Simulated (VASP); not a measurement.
# HfB2 (P6/mmm) in VASP: a series of runs

HfB2 is run at these levels: PBE, PBE+U; tasks: single point.

Program: VASP 6.6.1. These are calculated values, not measurements. Logs are shortened: lines on timing, memory, paths and dates and some standing lists are left out, and cuts for length are marked.

## Step 1: The cell of the first run

The structure is hexagonal, space group P6/mmm (No. 191). The conventional cell has a = 3.153 Å, b = 3.153 Å, c = 3.502 Å, α = 90.00°, β = 90.00°, γ = 120.00°. Hf (site symmetry 6/mmm) has 12 B at 2.53 Å and 6 Hf at 3.15 Å within 3.3 Å. B (site symmetry -6m2) has 3 B at 1.82 Å within 2.4 Å.

## Step 2: Single point, PBE

INCAR reads:

```
  ALGO = Normal
  EDIFF = 1E-6
  ENCUT = 500
  GGA = PE
  GGA_COMPAT = F
  ISIF = 2
  ISMEAR = 0
  LASPH = T
  LCHARG = F
  LREAL = F
  LWAVE = F
  NBANDS = 15
  NELM = 120
  PREC = Accurate
  SIGMA = 0.1
```

KPOINTS reads:

```
k-points
0
Gamma
  9 9 8
```

POSCAR reads:

```
HfB2
1.0
    3.1534259076      0.0000000000      0.0000000000
   -1.5767129538      2.7309469449      0.0000000000
    0.0000000000      0.0000000000      3.5022558138
Hf B
1 2
Direct
    0.0000000000      0.0000000000      0.0000000000
    0.3333333333      0.6666666667      0.5000000000
    0.6666666667      0.3333333333      0.5000000000
```

Potentials or basis: VASP PAW PBE potentials, release 64 (Hf_pv, B).

Run with:

```
> cat potpaw_PBE.64/Hf_pv/POTCAR potpaw_PBE.64/B/POTCAR > POTCAR
> mpirun -np 1 vasp_std > vasp.out
```

OUTCAR:

```text
EDIFF = 1E-6
   ENCUT = 500
   GGA = PE
   ISIF = 2
   ISMEAR = 0
   LASPH = T
   LREAL = F
   NELM = 120
   PREC = Accurate

 ion  position               nearest neighbor table
   1  0.000  0.000  0.000-   2 2.53   3 2.53   2 2.53   3 2.53   2 2.53   2 2.53   3 2.53   3 2.53
                             3 2.53   3 2.53   2 2.53   2 2.53
   2  0.333  0.667  0.500-   3 1.82   3 1.82   3 1.82   1 2.53   1 2.53   1 2.53   1 2.53   1 2.53
                             1 2.53
   3  0.667  0.333  0.500-   2 1.82   2 1.82   2 1.82   1 2.53   1 2.53   1 2.53   1 2.53   1 2.53
                             1 2.53

  LATTYP: Found a hexagonal cell.
 ALAT       =     3.1534259076
 C/A-ratio  =     1.1106193443

  Lattice vectors:

 A1 = (   3.1534259076,   0.0000000000,   0.0000000000)
 A2 = (  -1.5767129538,   2.7309469449,   0.0000000000)
 A3 = (   0.0000000000,   0.0000000000,   3.5022558138)

Analysis of symmetry for initial positions (statically):
=====================================================================
 Subroutine PRICEL returns:
 Original cell was already a primitive cell.

 Routine SETGRP: Setting up the symmetry group for a
 hexagonal supercell.

 Subroutine GETGRP returns: Found 24 space group operations
 (whereof 24 operations were pure point group operations)
 out of a pool of 24 trial point group operations.

The static configuration has the point symmetry D_6h.

Analysis of symmetry for dynamics (positions and initial velocities):
=====================================================================
 Subroutine PRICEL returns:
 Original cell was already a primitive cell.

 Routine SETGRP: Setting up the symmetry group for a
 hexagonal supercell.

 Subroutine GETGRP returns: Found 24 space group operations
 (whereof 24 operations were pure point group operations)
 out of a pool of 24 trial point group operations.

The dynamic configuration has the point symmetry D_6h.

 Subroutine INISYM returns: Found 24 space group operations
 (whereof 24 operations are pure point group operations),
 and found     1 'primitive' translations

----------------------------------------------------------------------------------------

                                     Primitive cell

  volume of cell :      30.1609

  direct lattice vectors                    reciprocal lattice vectors
     3.153425908  0.000000000  0.000000000     0.317115426  0.183086677  0.000000000
    -1.576712954  2.730946945  0.000000000     0.000000000  0.366173353  0.000000000
     0.000000000  0.000000000  3.502255814     0.000000000  0.000000000  0.285530256

  length of vectors
     3.153425908  3.153425908  3.502255814     0.366173353  0.366173353  0.285530256

  position of ions in fractional coordinates (direct lattice)
     0.000000000  0.000000000  0.000000000
     0.333333333  0.666666667  0.500000000
     0.666666667  0.333333333  0.500000000

  ion indices of the primitive-cell ions
   primitive index   ion index
                 1           1
                 2           2
                 3           3

----------------------------------------------------------------------------------------

 KPOINTS: k-points

Automatic generation of k-mesh.
 Grid dimensions read from file:
 generate k-points for:    9    9    8

 Generating k-lattice:

  Cartesian coordinates                     Fractional coordinates (reciprocal lattice)
     0.035235047  0.020342964  0.000000000     0.111111111  0.000000000  0.000000000
     0.000000000  0.040685928  0.000000000     0.000000000  0.111111111  0.000000000
     0.000000000  0.000000000  0.035691282     0.000000000  0.000000000  0.125000000

  Length of vectors
     0.040685928  0.040685928  0.035691282

  Shift w.r.t. Gamma in fractional coordinates (k-lattice)
     0.000000000  0.000000000  0.000000000

 Subroutine IBZKPT returns following result:
 ===========================================

 Found     60 irreducible k-points:

 Following reciprocal coordinates:
            Coordinates               Weight
  0.000000  0.000000  0.000000      1.000000
  0.111111  0.000000  0.000000      6.000000
  0.222222  0.000000  0.000000      6.000000
  0.333333  0.000000  0.000000      6.000000
  0.444444  0.000000  0.000000      6.000000
  0.111111  0.111111  0.000000      6.000000
[... 16 lines left out ...]
  0.333333  0.222222  0.125000     24.000000
  0.333333  0.333333  0.125000      4.000000
 [... further k-points ...]
   k-points           NKPTS =     60   k-points in BZ     NKDIM =     60   number of bands    NBANDS=     15
   number of dos      NEDOS =    301   number of ions     NIONS =      3
   total plane-waves  NPLWV =  16128
   dimension x,y,z NGX =    24 NGY =   24 NGZ =   28
   dimension x,y,z NGXF=    48 NGYF=   48 NGZF=   56
   ions per type =               1   2
   NGX,Y,Z   is equivalent  to a cutoff of  12.65, 12.65, 13.29 a.u.
   NGXF,Y,Z  is equivalent  to a cutoff of  25.31, 25.31, 26.58 a.u.
 SYSTEM =  unknown system
   PREC   = accura    normal or accurate (medium, high low for compatibility)
   ISTART =      0    job   : 0-new  1-cont  2-samecut
   ICHARG =      2    charge: 1-file 2-atom 10-const
   ISPIN  =      1    spin polarized calculation?
   LNONCOLLINEAR =      F non collinear calculations
   LSORBIT =      F    spin-orbit coupling
   LASPH  =      T    aspherical Exc in radial PAW
   ENCUT  =  500.0 eV  36.75 Ry    6.06 a.u.   5.75  5.75  6.39*2*pi/ulx,y,z
   NELM   =    120;   NELMIN=  2; NELMDL= -5     # of ELM steps
   EDIFF  = 0.1E-05   stopping-criterion for ELM
   LREAL  =      F    real-space projection
   EDIFFG = 0.1E-04   stopping-criterion for IOM
   NSW    =      0    number of steps for IOM
   IBRION =     -1    ionic relax: 0-MD 1-quasi-New 2-CG
   NFREE  =      0    steps in history (QN), initial steepest desc. (CG)
   ISIF   =      2    stress and relaxation
   ISYM   =      2    0-nonsym 1-usesym 2-fastsym
   POTIM  = 0.5000    time-step for ionic-motion
   TEBEG  =    0.0;   TEEND  =   0.0 temperature during run
   PSTRESS=    0.0 pullay stress
   NELECT =      16.0000    total number of electrons
   NUPDOWN=      -1.0000    fix difference up-down
   EMIN   =  10.00;   EMAX   =-10.00  energy-range for DOS
   EFERMI =   0.00;   METHOD = LEGACY
   ISMEAR =     0;   SIGMA  =   0.10  broadening in eV -4-tet -1-fermi 0-gaus
   EFERMI_NEDOS =   21; number of points for ismear=-14 and -15
   IALGO  =     38    algorithm
   IMIX   =      4    mixing-type and parameters
     AMIX     =   0.40;   BMIX     =  1.00
     AMIX_MAG =   1.60;   BMIX_MAG =  1.00
  volume/ion in A,a.u.               =      10.05        67.85
  Fermi-wavevector in a.u.,A,eV,Ry     =   1.325257  2.504373 23.896010  1.756307
  Thomas-Fermi vector in A             =   2.454732
   LORBIT       =      0    0 simple, 1 ext, 2 COOP (PROOUT), +10 PAW based schemes
   GGA     = PE    functional components
   LHFCALC =     F    Hartree Fock is set to
   AEXX    =    0.0000 exact exchange contribution
   IVDW    =     0    specifies the selected vdW correction
   LEPSILON=     F    determine dielectric tensor
   LRPA    =     F    only Hartree local field effects (RPA)
 non-spin polarized calculation
 Gauss-broadening in eV      SIGMA  =   0.10
  energy-cutoff  :      500.00
  volume of cell :       30.16
 maximum number of plane-waves:       786
 NGX is ok and might be reduce to    24
   NGX = 11   NGY = 11   NGZ = 13

 number of electron      15.9999998 magnetization

 Free energy of the ion-electron system (eV)
  ---------------------------------------------------
  ext. energy  EPLUGINS =         0.00000000
  ---------------------------------------------------
  free energy    TOTEN  =       -26.38584249 eV

  energy without entropy =      -26.38334627  energy(sigma->0) =      -26.38459438

 E-fermi :   7.5770     XC(G=0): -12.5264

 val. band max:        7.5312615201   @ k =   0.2222   0.2222   0.0000
 cond. band min:       7.5795938197   @ k =   0.1111   0.0000   0.5000
 fundamental gap:      0.0483322996
 Fermi energy:         7.5770329549

 k-point     1 :       0.0000    0.0000    0.0000
  band No.  band energies     occupation
      1     -23.1279      2.00000
      2     -22.6492      2.00000
      3     -22.6492      2.00000
      4      -6.1159      2.00000
      5       4.5761      2.00000
      6       4.7013      2.00000
      7       4.7013      2.00000
      8       4.7496      2.00000
      9      11.5084      0.00000
     10      11.5084      0.00000
     11      12.1149      0.00000
     12      12.1149      0.00000
     13      12.4654      0.00000
     14      12.4987      0.00000
     15      12.4987      0.00000

 k-point     2 :       0.1111    0.0000    0.0000
  band No.  band energies     occupation
      1     -23.1134      2.00000
      2     -22.7392      2.00000
      3     -22.6692      2.00000
      4      -5.8548      2.00000
      5       3.9781      2.00000
      6       4.5388      2.00000
      7       4.6774      2.00000
      8       4.8334      2.00000
      9      10.6347      0.00000
     10      11.3106      0.00000
     11      11.3305      0.00000
     12      11.7870      0.00000
     13      13.1765      0.00000
     14      13.5996      0.00000
     15      14.0761      0.00000

 k-point     3 :       0.2222    0.0000    0.0000
  band No.  band energies     occupation
      1     -23.0762      2.00000
      2     -22.9605      2.00000
      3     -22.7195      2.00000
      4      -5.1172      2.00000
      5       2.4383      2.00000
      6       4.0976      2.00000
      7       4.5508      2.00000
      8       5.2855      2.00000
      9       9.5912      0.00000
     10      10.9209      0.00000
     11      11.2912      0.00000
     12      11.4933      0.00000
     13      13.4478      0.00000
     14      14.7495      0.00000
     15      15.7598      0.00000

 k-point     4 :       0.3333    0.0000    0.0000
  band No.  band energies     occupation
      1     -23.2015      2.00000
      2     -23.0336      2.00000
      3     -22.7761      2.00000
      4      -4.0076      2.00000
      5       0.7205      2.00000
      6       3.7041      2.00000
      7       4.3304      2.00000
      8       5.1607      2.00000
      9      10.3181      0.00000
     10      10.4100      0.00000
     11      10.5101      0.00000
     12      12.0915      0.00000
     13      13.4393      0.00000
     14      16.4039      0.00000
     15      17.7324      0.00000
[... 307 lines left out ...]
 k-point    22 :       0.2222    0.2222    0.1250
  band No.  band energies     occupation
      1     -23.2068      2.00000
      2     -23.0476      2.00000
      3     -22.8961      2.00000
      4      -3.2525      2.00000
      5       0.7280      2.00000
      6       1.9379      2.00000
      7       3.8931      2.00000
      8       6.5015      2.00000
      9       7.8215      0.00055
     10      10.1208      0.00000
     11      13.2698      0.00000
     12      13.9175      0.00000
     13      14.4144      0.00000
     14      16.0842      0.00000
     15      17.7552      0.00000

 k-point    23 :       0.3333    0.2222    0.1250
  band No.  band energies     occupation
      1     -23.2587      2.00000
      2     -23.0253      2.00000
      3     -22.9913      2.00000
      4      -1.9678      2.00000
      5      -0.5272      2.00000
      6       1.2915      2.00000
      7       4.1514      2.00000
      8       5.6252      2.00000
      9       8.7104      0.00000
     10      10.2309      0.00000
     11      12.4777      0.00000
     12      14.3021      0.00000
     13      16.1700      0.00000
     14      17.2386      0.00000
     15      18.0404      0.00000

 k-point    24 :       0.3333    0.3333    0.1250
  band No.  band energies     occupation
      1     -23.1518      2.00000
      2     -23.1518      2.00000
      3     -23.0175      2.00000
      4      -0.8408      2.00000
      5      -0.8408      2.00000
      6       0.1462      2.00000
      7       4.8252      2.00000
      8       4.8252      2.00000
      9       9.8679      0.00000
     10       9.8679      0.00000
     11      11.1315      0.00000
     12      16.3265      0.00000
     13      16.3265      0.00000
     14      16.7349      0.00000
     15      19.4824      0.00000

 [... further k-points ...]

------------------------ aborting loop because EDIFF is reached ----------------------------------------

  FORCE on cell =-STRESS in cart. coord.  units (eV):
  Direction    XX          YY          ZZ          XY          YZ          ZX
  --------------------------------------------------------------------------------------
  -------------------------------------------------------------------------------------
  Total       -0.4839276     -0.4839276     -0.5228101      0.0000000     -0.0000000     -0.0000000
  in kB      -25.7067508    -25.7067508    -27.7722349      0.0000000     -0.0000000     -0.0000000
  external PRESSURE =     -26.3952455 kB  Pullay stress =       0.0000000 kB

 VOLUME and BASIS-vectors are now :
 -----------------------------------------------------------------------------
  energy-cutoff  :      500.00
  volume of cell :       30.16
      direct lattice vectors                 reciprocal lattice vectors
     3.153425908  0.000000000  0.000000000     0.317115426  0.183086677  0.000000000
    -1.576712954  2.730946945  0.000000000     0.000000000  0.366173353  0.000000000
     0.000000000  0.000000000  3.502255814     0.000000000  0.000000000  0.285530256

 POSITION                                       TOTAL-FORCE (eV/Angst)
 -----------------------------------------------------------------------------------
      0.00000      0.00000      0.00000        -0.000000      0.000000     -0.000000
     -0.00000      1.82063      1.75113        -0.000000      0.000000      0.000000
      1.57671      0.91032      1.75113         0.000000     -0.000000     -0.000000
 -----------------------------------------------------------------------------------
    total drift:                               -0.000000      0.000000      0.000000

  FREE ENERGIE OF THE ION-ELECTRON SYSTEM (eV)
  ---------------------------------------------------
  free  energy   TOTEN  =       -26.3858424896 eV

  energy  without entropy=      -26.3833462685  energy(sigma->0) =      -26.38459438
```

Wall time 27 s (1 thread of AMD EPYC 9R45 (Zen 5), shared host); peak memory 0.13 GiB.

What came out:

| Quantity | Value |
| --- | --- |
| Free energy | -26.3858 eV |
| Pressure | -2.6 GPa |
| Band gap on the k mesh | zero (band 8 reaches 8.15 eV, above the bottom of band 9 at 7.46 eV) |

Caveat: spin-orbit coupling is left out, which moves the levels of the heavy elements.

## Step 3: Single point, PBE+U

This run uses another cell than the first one, of 9.86 Å³/atom, 0.980 times its volume.

INCAR reads:

```
PREC     = Accurate       # precision mode
ENCUT    = 500            # plane-wave cutoff, eV
EDIFF    = 1E-6           # SCF threshold, eV
ISMEAR   = 0              # smearing method
SIGMA    = 0.1            # smearing width, eV
LREAL    = F              # projectors in reciprocal space
LASPH    = T              # aspherical terms in the spheres
NELM     = 200            # most SCF steps
ALGO     = Normal         # electronic algorithm
ISIF     = 2              # what is computed and relaxed
LWAVE    = F              # write WAVECAR
LCHARG   = T              # write CHGCAR
LMAXMIX  = 4              # l up to which the mixer works
LDAU     = T              # DFT+U
LDAUTYPE = 1            
LDAUL    = 2 -1           # shell
LDAUU    = 4.7 0          # U, eV
LDAUJ    = 0.91 0       
LDAUPRINT= 1            
GGA      = PE             # functional
LELF     = T              # ELF
LVHAR    = T            
NBANDS   = 15             # bands
GGA_COMPAT= F
```

KPOINTS reads:

```
regular mesh
0
Gamma
  9 9 8
```

POSCAR reads:

```
HfB2
1.0
    3.1326790839      0.0000000000      0.0000000000
   -1.5663395419      2.7129796685      0.0000000000
    0.0000000000      0.0000000000      3.4792139900
Hf B
1 2
Direct
    0.0000000000      0.0000000000      0.0000000000
    0.3333333333      0.6666666667      0.5000000000
    0.6666666667      0.3333333333      0.5000000000
```

Potentials or basis: VASP PAW PBE potentials, release 64 (Hf_pv, B).

Run with:

```
> cat potpaw_PBE.64/Hf_pv/POTCAR potpaw_PBE.64/B/POTCAR > POTCAR
> mpirun -np 1 vasp_std > vasp.out
```

Wall time 26 s (1 thread of AMD EPYC 9R45 (Zen 5), shared host); peak memory 0.12 GiB.

Results (log left out):

* Free energy: -23.5646 eV
* Pressure: 13.6 GPa
* Band gap on the k mesh: zero (band 8 reaches 8.93 eV, above the bottom of band 9 at 8.16 eV)

Stress tensor (GPa, compression positive):
```
12.63  0.00  0.00
 0.00 12.63  0.00
 0.00  0.00 15.51
```

Levels at points of the mesh, in eV from the Fermi level:
```
           k point  band 6  band 7  band 8  band 9  band 10  band 11
(0.00, 0.00, 0.00)   -3.12   -3.06   -3.06    4.30     4.30     4.59
(0.00, 0.00, 0.50)   -1.54   -1.54    0.35    0.35     1.15     1.15
```

Eigenvalues of the final occupation matrices:
```csv
site,spin,trace,eigenvalues
site 1 d,1,0.87,0.16 0.18 0.18 0.18 0.18
site 1 d,2,0.87,0.16 0.18 0.18 0.18 0.18
```

Caveat: spin-orbit coupling is left out, which moves the levels of the heavy elements; U without spin polarisation on a metal has little footing; the U is typed as a test and isn't derived for this compound.
